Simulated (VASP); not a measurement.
# Be (P6_3/mmc) in VASP: a series of runs, part 2 of 2

VASP 6.6.1.

### 3 Single point, PBEsol (volume scaled by 0.97)

Contents of INCAR:

```
PREC     = Accurate       # precision mode
ENCUT    = 520            # plane-wave cutoff, eV
EDIFF    = 1E-7           # SCF threshold, eV
ISMEAR   = -1             # smearing method
SIGMA    = 0.05           # smearing width, eV
LREAL    = False          # projectors in reciprocal space
LASPH    = True           # aspherical terms in the spheres
NELM     = 80             # most SCF steps
ALGO     = Normal         # electronic algorithm
ISIF     = 2              # what is computed and relaxed
LWAVE    = False          # write WAVECAR
LCHARG   = True           # write CHGCAR
GGA      = PS             # functional
LELF     = True           # ELF
LVHAR    = True         
NBANDS   = 9              # bands
```

Contents of KPOINTS:

```
regular mesh
0
Gamma
  21 21 11
```

Contents of POSCAR:

```
Be
1.0
    2.2419044970      0.0000000000      0.0000000000
   -1.1209522485      1.9415462472      0.0000000000
    0.0000000000      0.0000000000      3.5379979465
Be
2
Direct
    0.3333333333      0.6666666667      0.7500000000
    0.6666666667      0.3333333333      0.2500000000
```

Potentials or basis: VASP PAW PBE potentials, release 64 (Be).

Launch:

```
> cat potpaw_PBE.64/Be/POTCAR > POTCAR
> mpirun -np 1 vasp_std > vasp.out
```

OUTCAR:

```text
PREC = Accurate
   ENCUT = 520
   EDIFF = 1E-7
   ISMEAR = -1
   LREAL = False
   LASPH = True
   NELM = 80
   ISIF = 2
   GGA = PS

 ion  position               nearest neighbor table
   1  0.333  0.667  0.750-   2 2.19   2 2.19   2 2.19   2 2.19   2 2.19   2 2.19
   2  0.667  0.333  0.250-   1 2.19   1 2.19   1 2.19   1 2.19   1 2.19   1 2.19

  LATTYP: Found a hexagonal cell.
 ALAT       =     2.2419044970
 C/A-ratio  =     1.5781216155

  Lattice vectors:

 A1 = (   2.2419044970,   0.0000000000,   0.0000000000)
 A2 = (  -1.1209522485,   1.9415462472,   0.0000000000)
 A3 = (   0.0000000000,   0.0000000000,   3.5379979465)

Analysis of symmetry for initial positions (statically):
=====================================================================
 Subroutine PRICEL returns:
 Original cell was already a primitive cell.

 Routine SETGRP: Setting up the symmetry group for a
 hexagonal supercell.

 Subroutine GETGRP returns: Found 24 space group operations
 (whereof 12 operations were pure point group operations)
 out of a pool of 24 trial point group operations.

The static configuration has the point symmetry D_3d.
 The point group associated with its full space group is D_6h.

Analysis of symmetry for dynamics (positions and initial velocities):
=====================================================================
 Subroutine PRICEL returns:
 Original cell was already a primitive cell.

 Routine SETGRP: Setting up the symmetry group for a
 hexagonal supercell.

 Subroutine GETGRP returns: Found 24 space group operations
 (whereof 12 operations were pure point group operations)
 out of a pool of 24 trial point group operations.

The dynamic configuration has the point symmetry D_3d.
 The point group associated with its full space group is D_6h.

 Subroutine INISYM returns: Found 24 space group operations
 (whereof 12 operations are pure point group operations),
 and found     1 'primitive' translations

[... 115 lines left out ...]
  volume/ion in A,a.u.               =       7.70        51.96
  Fermi-wavevector in a.u.,A,eV,Ry     =   1.044529  1.973874 14.844524  1.091042
  Thomas-Fermi vector in A             =   2.179286
   LORBIT       =      0    0 simple, 1 ext, 2 COOP (PROOUT), +10 PAW based schemes
   GGA     = PS    functional components
   LHFCALC =     F    Hartree Fock is set to
   AEXX    =    0.0000 exact exchange contribution
   IVDW    =     0    specifies the selected vdW correction
   LEPSILON=     F    determine dielectric tensor
   LRPA    =     F    only Hartree local field effects (RPA)
 non-spin polarized calculation
  energy-cutoff  :      520.00
  volume of cell :       15.40
 maximum number of plane-waves:       426
 NGX is ok and might be reduce to    18
   NGX =  9   NGY =  9   NGZ = 13

 number of electron       4.0000000 magnetization

 Free energy of the ion-electron system (eV)
  ---------------------------------------------------
  ext. energy  EPLUGINS =         0.00000000
  ---------------------------------------------------
  free energy    TOTEN  =        -7.99076608 eV

  energy without entropy =       -7.98864150  energy(sigma->0) =       -7.98970379

 E-fermi :   7.2672     XC(G=0): -10.6951

 val. band max:        7.2619533470   @ k =   0.3333   0.0476   0.0000
 cond. band min:       7.2846859366   @ k =   0.3333   0.2857   0.0909
 fundamental gap:      0.0227325896
 Fermi energy:         7.2671991960

 k-point     1 :       0.0000    0.0000    0.0000
  band No.  band energies     occupation
      1      -4.2555      2.00000
      2       2.6565      2.00000
      3       8.4125      0.00000
      4      23.6067      0.00000
      5      23.6067      0.00000
      6      26.4938      0.00000
      7      26.4938      0.00000
      8      28.5660      0.00000
      9      34.8059      0.00000
[... 265 lines left out ...]
 k-point    24 :       0.1905    0.0952    0.0000
  band No.  band energies     occupation
      1      -2.4107      2.00000
      2       5.0859      2.00000
      3       8.6726      0.00000
      4      15.6426      0.00000
      5      17.9941      0.00000
      6      23.8391      0.00000
      7      24.6293      0.00000
      8      25.6407      0.00000
      9      29.4714      0.00000

 [... further k-points ...]
[... 5 lines left out ...]
  --------------------------------------------------------------------------------------
  -------------------------------------------------------------------------------------
  Total        0.2434006      0.2434006      0.2685985      0.0000000     -0.0000000      0.0000000
  in kB       25.3226834     25.3226834     27.9442084      0.0000000     -0.0000000      0.0000000
  external PRESSURE =      26.1965250 kB  Pullay stress =       0.0000000 kB

 VOLUME and BASIS-vectors are now :
 -----------------------------------------------------------------------------
  energy-cutoff  :      520.00
  volume of cell :       15.40
      direct lattice vectors                 reciprocal lattice vectors
     2.241904497  0.000000000  0.000000000     0.446049331  0.257526701  0.000000000
    -1.120952249  1.941546247  0.000000000     0.000000000  0.515053402  0.000000000
     0.000000000  0.000000000  3.537997946     0.000000000  0.000000000  0.282645727

 POSITION                                       TOTAL-FORCE (eV/Angst)
 -----------------------------------------------------------------------------------
     -0.00000      1.29436      2.65350         0.000000     -0.000000      0.000000
      1.12095      0.64718      0.88450        -0.000000      0.000000      0.000000
 -----------------------------------------------------------------------------------
    total drift:                                0.000000     -0.000000      0.000000

  FREE ENERGIE OF THE ION-ELECTRON SYSTEM (eV)
  ---------------------------------------------------
  free  energy   TOTEN  =        -7.9907660825 eV

  energy  without entropy=       -7.9886415006  energy(sigma->0) =       -7.98970379
```

OSZICAR:

```text
N       E                     dE             d eps       ncg     rms          rms(c)
DAV:   1    -0.350145937767E+01   -0.35015E+01   -0.18000E+03  5240   0.369E+02
DAV:   2    -0.797846858226E+01   -0.44770E+01   -0.43977E+01  7753   0.530E+01
DAV:   3    -0.802511553059E+01   -0.46647E-01   -0.46111E-01  5990   0.365E+00
DAV:   4    -0.802518961928E+01   -0.74089E-04   -0.74083E-04  6460   0.146E-01
DAV:   5    -0.802518966081E+01   -0.41523E-07   -0.41664E-07  5819   0.343E-03    0.127E+00
DAV:   6    -0.800081457576E+01    0.24375E-01   -0.27531E-03  5538   0.528E-01    0.775E-01
DAV:   7    -0.799076764075E+01    0.10047E-01   -0.37317E-03  5451   0.541E-01    0.156E-02
DAV:   8    -0.799076541807E+01    0.22227E-05   -0.14603E-05  5773   0.268E-02    0.668E-03
DAV:   9    -0.799076605311E+01   -0.63504E-06   -0.43960E-07  5855   0.433E-03    0.501E-04
DAV:  10    -0.799076608248E+01   -0.29369E-07   -0.47081E-10  3981   0.162E-04
   1 F= -.79907661E+01 E0= -.79897038E+01  d E =-.212458E-02
```

Run time: 38 s. Hardware: 1 thread of AMD EPYC 7R13, shared host; peak memory 0.12 GiB.

Results:

```yaml
Free_energy: -7.9908 eV
Pressure: 2.6 GPa
Band_gap_on_the_k_mesh: zero (band 2 reaches 8.22 eV, above the bottom of band 3 at 6.14 eV)
```

Caveat: the cell differs from its parent crystal (volume scaled by 0.97); the PAW data sets were made with another functional, which shifts forces and pressure a little.

### 4 Single point, PBEsol

This run uses another cell than the first one, of 7.94 Å³/atom, 1.063 times its volume.

Contents of INCAR:

```
SYSTEM = Be
  ALGO = Normal
  EDIFF = 1E-6
  ENCUT = 520
  GGA = PS
  ISIF = 2
  ISMEAR = -1
  LASPH = .True.
  LCHARG = .False.
  LREAL = .False.
  LWAVE = .False.
  NBANDS = 9
  NELM = 80
  PREC = Accurate
  SIGMA = 0.05
```

Contents of KPOINTS:

```
k-points
0
Gamma
  21 21 11
  0 0 0
```

Contents of POSCAR:

```
Be
1.0
    2.2647826536      0.0000000000      0.0000000000
   -1.1323913268      1.9613593121      0.0000000000
    0.0000000000      0.0000000000      3.5741024600
Be
2
Direct
    0.3333333333      0.6666666667      0.7500000000
    0.6666666667      0.3333333333      0.2500000000
```

Potentials or basis: VASP PAW PBE potentials, release 64 (Be).

Launch:

```
> cat potpaw_PBE.64/Be/POTCAR > POTCAR
> mpirun -np 1 vasp_std > vasp.out
```

OUTCAR:

```text
SYSTEM = Be
   EDIFF = 1E-6
   ENCUT = 520
   GGA = PS
   ISIF = 2
   ISMEAR = -1
   LASPH = .True.
   LREAL = .False.
   NELM = 80
   PREC = Accurate

 ion  position               nearest neighbor table
   1  0.333  0.667  0.750-   2 2.21   2 2.21   2 2.21   2 2.21   2 2.21   2 2.21
   2  0.667  0.333  0.250-   1 2.21   1 2.21   1 2.21   1 2.21   1 2.21   1 2.21

  LATTYP: Found a hexagonal cell.
 ALAT       =     2.2647826536
 C/A-ratio  =     1.5781216155

  Lattice vectors:

 A1 = (   2.2647826536,   0.0000000000,   0.0000000000)
 A2 = (  -1.1323913268,   1.9613593121,   0.0000000000)
 A3 = (   0.0000000000,   0.0000000000,   3.5741024600)

Analysis of symmetry for initial positions (statically):
=====================================================================
 Subroutine PRICEL returns:
 Original cell was already a primitive cell.

 Routine SETGRP: Setting up the symmetry group for a
 hexagonal supercell.

 Subroutine GETGRP returns: Found 24 space group operations
 (whereof 12 operations were pure point group operations)
 out of a pool of 24 trial point group operations.

The static configuration has the point symmetry D_3d.
 The point group associated with its full space group is D_6h.

Analysis of symmetry for dynamics (positions and initial velocities):
=====================================================================
 Subroutine PRICEL returns:
 Original cell was already a primitive cell.

 Routine SETGRP: Setting up the symmetry group for a
 hexagonal supercell.

 Subroutine GETGRP returns: Found 24 space group operations
 (whereof 12 operations were pure point group operations)
 out of a pool of 24 trial point group operations.

The dynamic configuration has the point symmetry D_3d.
 The point group associated with its full space group is D_6h.

 Subroutine INISYM returns: Found 24 space group operations
 (whereof 12 operations are pure point group operations),
 and found     1 'primitive' translations

----------------------------------------------------------------------------------------
[... 114 lines left out ...]
  volume/ion in A,a.u.               =       7.94        53.57
  Fermi-wavevector in a.u.,A,eV,Ry     =   1.033978  1.953935 14.546129  1.069110
  Thomas-Fermi vector in A             =   2.168251
   LORBIT       =      0    0 simple, 1 ext, 2 COOP (PROOUT), +10 PAW based schemes
   GGA     = PS    functional components
   LHFCALC =     F    Hartree Fock is set to
   AEXX    =    0.0000 exact exchange contribution
   IVDW    =     0    specifies the selected vdW correction
   LEPSILON=     F    determine dielectric tensor
   LRPA    =     F    only Hartree local field effects (RPA)
 non-spin polarized calculation
  energy-cutoff  :      520.00
  volume of cell :       15.88
 maximum number of plane-waves:       446
 NGX is ok and might be reduce to    18
   NGX =  9   NGY =  9   NGZ = 13

 number of electron       4.0000000 magnetization

 Free energy of the ion-electron system (eV)
  ---------------------------------------------------
  ext. energy  EPLUGINS =         0.00000000
  ---------------------------------------------------
  free energy    TOTEN  =        -7.99271271 eV

  energy without entropy =       -7.99053907  energy(sigma->0) =       -7.99162589

 E-fermi :   7.0210     XC(G=0): -10.5949

 val. band max:        7.0166790453   @ k =   0.3333   0.0476   0.0000
 cond. band min:       7.0309304292   @ k =   0.3333   0.2857   0.0909
 fundamental gap:      0.0142513839
 Fermi energy:         7.0210092667

 k-point     1 :       0.0000    0.0000    0.0000
  band No.  band energies     occupation
      1      -4.3391      2.00000
      2       2.5170      2.00000
      3       8.0572      0.00000
      4      22.9709      0.00000
      5      22.9709      0.00000
      6      25.7966      0.00000
      7      25.7966      0.00000
      8      27.7986      0.00000
      9      34.0443      0.00000
[... 265 lines left out ...]
 k-point    24 :       0.1905    0.0952    0.0000
  band No.  band energies     occupation
      1      -2.5146      2.00000
      2       4.8953      2.00000
      3       8.3673      0.00000
      4      15.1863      0.00000
      5      17.4664      0.00000
      6      23.2213      0.00000
      7      23.9395      0.00000
      8      24.9367      0.00000
      9      28.7596      0.00000

 [... further k-points ...]
[... 5 lines left out ...]
  --------------------------------------------------------------------------------------
  -------------------------------------------------------------------------------------
  Total       -0.1132220     -0.1132220     -0.1378575      0.0000000      0.0000000      0.0000000
  in kB      -11.4259086    -11.4259086    -13.9120207      0.0000000      0.0000000      0.0000000
  external PRESSURE =     -12.2546126 kB  Pullay stress =       0.0000000 kB

 VOLUME and BASIS-vectors are now :
 -----------------------------------------------------------------------------
  energy-cutoff  :      520.00
  volume of cell :       15.88
      direct lattice vectors                 reciprocal lattice vectors
     2.264782654  0.000000000  0.000000000     0.441543474  0.254925243  0.000000000
    -1.132391327  1.961359312  0.000000000     0.000000000  0.509850487  0.000000000
     0.000000000  0.000000000  3.574102460     0.000000000  0.000000000  0.279790524

 POSITION                                       TOTAL-FORCE (eV/Angst)
 -----------------------------------------------------------------------------------
     -0.00000      1.30757      2.68058         0.000000      0.000000      0.000000
      1.13239      0.65379      0.89353        -0.000000     -0.000000      0.000000
 -----------------------------------------------------------------------------------
    total drift:                                0.000000     -0.000000      0.000000

  FREE ENERGIE OF THE ION-ELECTRON SYSTEM (eV)
  ---------------------------------------------------
  free  energy   TOTEN  =        -7.9927127130 eV

  energy  without entropy=       -7.9905390721  energy(sigma->0) =       -7.99162589
```

stdout:

```text
POSCAR found type information on POSCAR Be
 POSCAR found :  1 types and       2 ions
 scaLAPACK will be used
 -----------------------------------------------------------------------------
|                                                                             |
|                                                                             |
|     You enforced a specific xc type in the INCAR file but a different       |
|     I HOPE YOU KNOW WHAT YOU ARE DOING!                                     |
|                                                                             |
 -----------------------------------------------------------------------------

 LDA part: xc-table for (Slater+PW92), standard interpolation
 POSCAR, INCAR and KPOINTS ok, starting setup
 FFT: planning ... GRIDC
 FFT: planning ... GRID_SOFT
 FFT: planning ... GRID
 WAVECAR not read
 entering main loop
```

It took 36 s on 1 thread of AMD EPYC 7R13, shared host; peak memory 0.12 GiB.

What came out:

```
Free energy            : -7.9927 eV
Pressure               : -1.2 GPa
Band gap on the k mesh : zero (band 2 reaches 7.96 eV, above the bottom of band 3 at 5.91 eV)
```

Stress tensor (GPa, compression positive):
```
-1.14  0.00  0.00
 0.00 -1.14  0.00
 0.00  0.00 -1.39
```

Levels at points of the mesh, in eV from the Fermi level:
```tsv
k point	band 1	band 2	band 3	band 4	band 5	band 6
(0.00, 0.00, 0.00)	-11.36	-4.50	1.04	15.95	15.95	18.78
```

Caveat: the PAW data sets were made with another functional, which shifts forces and pressure a little.

### 5 The runs side by side

```tsv
cell	gap on the mesh (eV)	pressure (GPa)
a = 2.219, b = 2.219, c = 3.502 Å, angles 90.0, 90.0, 120.0°, 2 atoms	none	6.9
a = 2.242, b = 2.242, c = 3.538 Å, angles 90.0, 90.0, 120.0°, 2 atoms	none	2.6
a = 2.265, b = 2.265, c = 3.574 Å, angles 90.0, 90.0, 120.0°, 2 atoms	none	-1.2
```

Alike in all rows: task single point; level PBEsol; potentials or basis VASP PAW PBE potentials, release 64 (Be); no spin polarisation; k mesh 21 × 21 × 11; cutoff (eV) 520; smearing fermi-dirac 0.05 eV.

Caveats: the PAW data sets were made with another functional, which shifts forces and pressure a little.

Absolute energies hang on the potentials; compare differences alone.
